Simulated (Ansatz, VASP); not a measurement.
**Tl in VASP and in Ansatz**

File INCAR:

```
ALGO = Normal ; EDIFF = 1E-6
ENCUT = 520 ; ISIF = 2
ISMEAR = -1 ; LASPH = T
LCHARG = F ; LREAL = F
LWAVE = F ; NBANDS = 12
NELM = 60 ; PREC = Accurate
SIGMA = 0.1
```

The input KPOINTS:

```
k-points
0
Gamma
  14 14 14
```

The input POSCAR:

```
Tl
1.0
   -1.7601962591      1.7601962591      1.7601962591
    1.7601962591     -1.7601962591      1.7601962591
    1.7601962591      1.7601962591     -1.7601962591
Tl
1
Direct
    0.0000000000      0.0000000000      0.0000000000
```

Input for Ansatz:

```yaml
crystal:
  lattice:
    - [-1.7601962591, 1.7601962591, 1.7601962591]
    - [1.7601962591, -1.7601962591, 1.7601962591]
    - [1.7601962591, 1.7601962591, -1.7601962591]
  atoms:
    - { symbol: Tl, position: [0.0, 0.0, 0.0] }
kpoints:
  mp_grid: { grid: [14, 14, 14] }
scf:
  occupations: { method: fermi_dirac, width: 0.1 }
hamiltonian:
  xc: lda
  pseudopotentials: { kind: all_electron, lapw: { basis_error: 0.001 } }
output:
  forces: true
  stress: true
  eigenvalues: true
  populations: true
```

Change from the starting cell: volume scaled by 0.8, LAPW.

Alike in both runs: task single point; functional LDA; k mesh 14 × 14 × 14; occupations fermi-dirac, width 0.1 eV; no spin polarisation.

```csv
,VASP,Ansatz
version,VASP 6.6.1,Ansatz 0.2.0
potentials or method,"VASP PAW LDA potentials, release 64 (Tl_d), cutoff 520 eV","all-electron LAPW, scalar-relativistic"
```

VASP gave:

- pressure (GPa): 17.9

**Question.** Estimate Ansatz's values.

**Answer.** Pressure (GPa): 17.6.

LDA's correlation is that of Perdew and Zunger in VASP and of Perdew and Wang (1992) in Ansatz. Ansatz ran all-electron here, and VASP with PAW potentials.

Spin-orbit coupling is off throughout.
